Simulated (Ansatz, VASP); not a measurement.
GeSb4Te7 in VASP and in Ansatz

INCAR

```
SYSTEM = GeSb4Te7
PREC = Accurate
ENCUT = 520
EDIFF = 1E-6
ISMEAR = -1
SIGMA = 0.05
LREAL = .FALSE.
LASPH = .TRUE.
NELM = 100
ALGO = Normal
ISIF = 2
LWAVE = .FALSE.
LCHARG = .TRUE.
GGA = PS
LELF = .TRUE.
LVHAR = .TRUE.
NBANDS = 50
```

The input KPOINTS:

```
Automatic mesh
0
G
  7 7 2
  0 0 0
```

Contents of POSCAR:

```
GeSb4Te7
1.0
    4.3457448926      0.0000000000      0.0000000000
   -2.1728724463      3.7635254753      0.0000000000
    0.0000000000      0.0000000000     24.9619969259
Te Sb Ge
7 4 1
Direct
    0.0000000000      0.0000000000      0.2810217100
    0.0000000000      0.0000000000      0.0000000000
    0.3333333333      0.6666666667      0.5686057000
    0.6666666667      0.3333333333      0.4313943000
    0.0000000000      0.0000000000      0.7189782900
    0.6666666667      0.3333333333      0.1502681300
    0.3333333333      0.6666666667      0.8497318700
    0.6666666667      0.3333333333      0.6502485000
    0.3333333333      0.6666666667      0.0811013800
    0.3333333333      0.6666666667      0.3497515000
    0.6666666667      0.3333333333      0.9188986200
    0.0000000000      0.0000000000      0.5000000000
```

The input input.yaml:

```yaml
crystal:
  lattice:
    - [4.3457448926, 0.0, 0.0]
    - [-2.1728724463, 3.7635254753, 0.0]
    - [0.0, 0.0, 24.9619969259]
  atoms:
    - { symbol: Te, position: [0.0, 0.0, 0.28102171] }
    - { symbol: Te, position: [0.0, 0.0, 0.0] }
    - { symbol: Te, position: [0.3333333333, 0.6666666667, 0.5686057] }
    - { symbol: Te, position: [0.6666666667, 0.3333333333, 0.4313943] }
    - { symbol: Te, position: [0.0, 0.0, 0.71897829] }
    - { symbol: Te, position: [0.6666666667, 0.3333333333, 0.15026813] }
    - { symbol: Te, position: [0.3333333333, 0.6666666667, 0.84973187] }
    - { symbol: Sb, position: [0.6666666667, 0.3333333333, 0.6502485] }
    - { symbol: Sb, position: [0.3333333333, 0.6666666667, 0.08110138] }
    - { symbol: Sb, position: [0.3333333333, 0.6666666667, 0.3497515] }
    - { symbol: Sb, position: [0.6666666667, 0.3333333333, 0.91889862] }
    - { symbol: Ge, position: [0.0, 0.0, 0.5] }
hamiltonian:
  xc: pbesol
  pseudopotentials: { kind: paw }
kpoints:
  mp_grid: { grid: [7, 7, 2] }
scf:
  occupations: { method: fermi_dirac, width: 0.05 }
output:
  forces: true
  stress: true
  eigenvalues: true
  write_density: true
  write_potential: true
  elf: true
  volumetric_format: npy
```

Alike in both runs: task single point; functional PBEsol; k mesh 7 × 7 × 2; occupations fermi-dirac, width 0.05 eV; no spin polarisation.

|  | VASP | Ansatz |
| --- | --- | --- |
| version | VASP 6.6.1 | Ansatz 0.2.0 |
| potentials or method | VASP PAW PBE potentials, release 64 (Te, Sb, Ge_d) | Ansatz PAW |
| plane-wave cutoff (eV) | 520 | 420 |
| valence electrons in the cell | 76 | 186 |

VASP gave:

```
gap on the k mesh at the Fermi level (eV)                     : 0.38
least direct gap on the mesh (eV)                             : 0.38
pressure (GPa)                                                : -3.2
traceless stress, the component that is largest in VASP (GPa) : -0.09
rms of the force components (eV/Å)                            : 0.091
```

Task: Estimate Ansatz's values.

Result: gap on the k mesh at the Fermi level (eV): 0.39; least direct gap on the mesh (eV): 0.39; pressure (GPa): -3.3; traceless stress, the component that is largest in VASP (GPa): -0.10; rms of the force components (eV/Å): 0.100.

VASP's potentials were made for PBE, not for PBEsol. Atom by atom the forces differ by 0.012 eV/Å (rms over components). VASP's potentials hold 76 valence electrons a cell and Ansatz's 186, so a difference there can come from the potentials and not from the codes.

Neither program's run includes spin-orbit coupling. Noted on Ansatz's run: odd divisions of the mesh miss points on the zone boundary, where band edges often lie, so the gap on the mesh can be too wide.
